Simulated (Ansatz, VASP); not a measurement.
**TaN in VASP and in Ansatz**

INCAR

```
SYSTEM = TaN
PREC     = Accurate       ! precision mode
ENCUT    = 520            ! plane-wave cutoff, eV
EDIFF    = 1E-8           ! SCF threshold, eV
ISMEAR   = -1             ! smearing method
SIGMA    = 0.01           ! smearing width, eV
LREAL    = .FALSE.        ! projectors in reciprocal space
LASPH    = .TRUE.         ! aspherical terms in the spheres
NELM     = 120            ! most SCF steps
ALGO     = Normal         ! electronic algorithm
ISIF     = 2              ! what is computed and relaxed
LWAVE    = .FALSE.        ! write WAVECAR
LCHARG   = .FALSE.        ! write CHGCAR
GGA      = PS             ! functional
LEFG     = .TRUE.       
NBANDS   = 24             ! bands
GGA_COMPAT= .FALSE.
```

Contents of KPOINTS:

```
regular mesh
0
G
  9 9 5
  0 0 0
```

File POSCAR:

```
TaN
1.0
    3.0480019786      0.0000000000      0.0000000000
   -1.5240009893      2.6396471442      0.0000000000
    0.0000000000      0.0000000000      5.0655400000
Ta N
2 2
Direct
    0.0000000000      0.0000000000      0.0000000000
    0.0000000000      0.0000000000      0.5000000000
    0.3333333333      0.6666666667      0.2500000000
    0.6666666667      0.3333333333      0.7500000000
```

Input for Ansatz:

```yaml
crystal:
  lattice:
    - [3.0480019786, 0.0, 0.0]
    - [-1.5240009893, 2.6396471442, 0.0]
    - [0.0, 0.0, 5.06554]
  atoms:
    - { symbol: Ta, position: [0.0, 0.0, 0.0] }
    - { symbol: Ta, position: [0.0, 0.0, 0.5] }
    - { symbol: "N", position: [0.3333333333, 0.6666666667, 0.25] }
    - { symbol: "N", position: [0.6666666667, 0.3333333333, 0.75] }
kpoints:
  mp_grid: { grid: [9, 9, 5] }
scf:
  occupations: { method: fermi_dirac, width: 0.01 }
hamiltonian:
  xc: pbesol
  pseudopotentials: { kind: paw }
output:
  forces: true
  stress: true
  eigenvalues: true
  efg: { contact_densities: true }
  write_density: true
  write_potential: true
  elf: true
  volumetric_format: npy
```

Change from the starting cell: zz strain of +3 %, PAW files.

Alike in both runs: task electric field gradients; functional PBEsol; k mesh 9 × 9 × 5; occupations fermi-dirac, width 0.01 eV; no spin polarisation.

```csv
,VASP,Ansatz
version,VASP 6.6.1,Ansatz 0.2.0
potentials or method,"VASP PAW PBE potentials, release 64 (Ta_pv, N)","PAW with Ansatz's default frozen-core files, scalar-relativistic"
plane-wave cutoff (eV),520,420
valence electrons in the cell,32,36
```

Ansatz gave:

```
pressure (GPa)                                                : 30.7
traceless stress, the component that is largest in VASP (GPa) : 49.47
size of Vzz on the site where it differs most (V/Å²)          : 219.9
```

Question: What did VASP give for the same quantities?

Answer: Pressure (GPa): 31.9; traceless stress, the component that is largest in VASP (GPa): 49.83; size of Vzz on the site where it differs most (V/Å²): 192.4.

VASP's potentials were made for PBE, not for PBEsol. Both programs put the cell under a high pressure, so it lies far from rest at this level. VASP's potentials hold 32 valence electrons a cell and Ansatz's 36, so a difference there can come from the potentials and not from the codes.

Neither program's run includes spin-orbit coupling.
